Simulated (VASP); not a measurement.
Wanted: the native input for a VASP 6.6.1 run.

* Task: single point
* Functional: PBEsol
* Dispersion: D3(BJ)
* Potentials or basis: VASP PAW PBE potentials, release 64 (Ti_sv, Al)
* Cutoff: 520 eV
* k mesh: 11 × 11 × 6
* Occupations: fermi-dirac, width 0.05 eV
* Spin: no spin polarisation
* Dipole correction: no
* Further INCAR settings: ALGO = Normal; EDIFF = 1e-06; NBANDS = 14

The structure of TiAl lies in POSCAR:

```
TiAl
1.0
    2.8038516687      0.0000000000      0.0000000000
   -1.4019258343      2.4282067735      0.0000000000
    0.0000000000      0.0000000000      4.5675602426
Ti Al
1 1
Direct
    0.0000000000      0.0000000000      0.0000000000
    0.3333333333      0.6666666667      0.5000000000
```

The input as run:

INCAR

```
SYSTEM = TiAl
PREC = Accurate
ENCUT = 520
EDIFF = 1E-6
ISMEAR = -1
SIGMA = 0.05
LREAL = .FALSE.
LASPH = .TRUE.
NELM = 80
ALGO = Normal
ISIF = 2
LWAVE = .FALSE.
LCHARG = .FALSE.
GGA = PS
IVDW = 12
NBANDS = 14
```

KPOINTS

```
regular mesh
0
G
  11 11 6
  0 0 0
```

Potentials or basis: VASP PAW PBE potentials, release 64 (Ti_sv, Al).

Command:

```console
$ cat potpaw_PBE.64/Ti_sv/POTCAR potpaw_PBE.64/Al/POTCAR > POTCAR
$ mpirun -np 1 vasp_std > vasp.out
```

Results of the run:

The pressure is 0.0 GPa. The dispersion energy per atom is -0.490 eV.

Caveat: the PAW data sets were made with another functional, which shifts forces and pressure a little; pairwise dispersion overbinds metals, which lowers pressure and volume.

Wall time 40 s on 1 thread of AMD EPYC 7R43 64-Core Processor (Zen 3), with other jobs on the host, peak memory 0.14 GiB.
